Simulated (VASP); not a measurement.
Crystal: GaN.

```
Ga N
1.0
     3.20106    0.00000    0.00000
    -1.60053    2.77220    0.00000
     0.00000    0.00000    5.20021
Ga N
2 2
Direct
  0.66667 0.33333 0.50000
  0.33333 0.66667 0.00000
  0.66667 0.33333 0.87500
  0.33333 0.66667 0.37500
```

Base run:

| Quantity | Value |
| --- | --- |
| Program | VASP 6.6.1 |
| Functional | PBEsol |
| Dispersion | D3(BJ) |
| Potentials or basis | VASP PAW PBE potentials, release 64 (Ga_d, N) |
| Cutoff | 520 eV |
| k mesh | 10 × 10 × 5 |
| Occupations | fermi-dirac, width 0.05 eV |
| Spin | no spin polarisation |

Its results: band gap on the k mesh 1.79 eV, direct; pressure -5.9 GPa; largest force 0.126 eV/Å.

Problem. The run is repeated on the same cell with these changes: functional from PBEsol to revPBE. What comes out?

Solution. Band gap on the k mesh 1.88 eV, direct; pressure -1.0 GPa; largest force 0.127 eV/Å.

revPBE binds less tightly than PBEsol, so the same cell stands under more pressure.

Caveats: the PAW data sets were made with another functional, which shifts forces and pressure a little.

